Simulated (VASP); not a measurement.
**Pb: single point with LDA**

Pb:

```
Pb
1.0
     0.00000    3.36880    3.36880
     3.36880    0.00000    3.36880
     3.36880    3.36880    0.00000
Pb
2
Direct
  0.50000 0.50000 0.50000
  0.75000 0.75000 0.75000
```

```
Program             : VASP 6.6.1
Task                : single point
Functional          : LDA
Potentials or basis : VASP PAW LDA potentials, release 64 (Pb_d)
Cutoff              : 520 eV
k mesh              : 6 × 6 × 6
Occupations         : fermi-dirac, width 0.1 eV
Spin                : no spin polarisation
```

- Pressure: 1.6 GPa
- Band gap on the k mesh: zero (band 14 reaches 5.07 eV, above the bottom of band 15 at 3.81 eV)

Levels at points of the mesh, in eV from the Fermi level:
| k point | band 12 | band 13 | band 14 | band 15 | band 16 | band 17 |
| --- | --- | --- | --- | --- | --- | --- |
| (0.00, 0.00, 0.00) | -3.52 | 0.53 | 0.53 | 0.53 | 2.54 | 2.54 |
| (0.50, 0.00, 0.00) | -7.13 | -0.88 | -0.73 | -0.73 | 3.69 | 3.69 |
| (0.50, 0.50, 0.00) | -8.56 | -2.06 | -2.06 | 0.90 | 0.90 | 7.63 |

Run time: 24 s on 1 thread of Intel Xeon 8259CL, on a shared host, peak memory 0.17 GiB.

Caveat: spin-orbit coupling is left out, which moves the levels of the heavy elements.
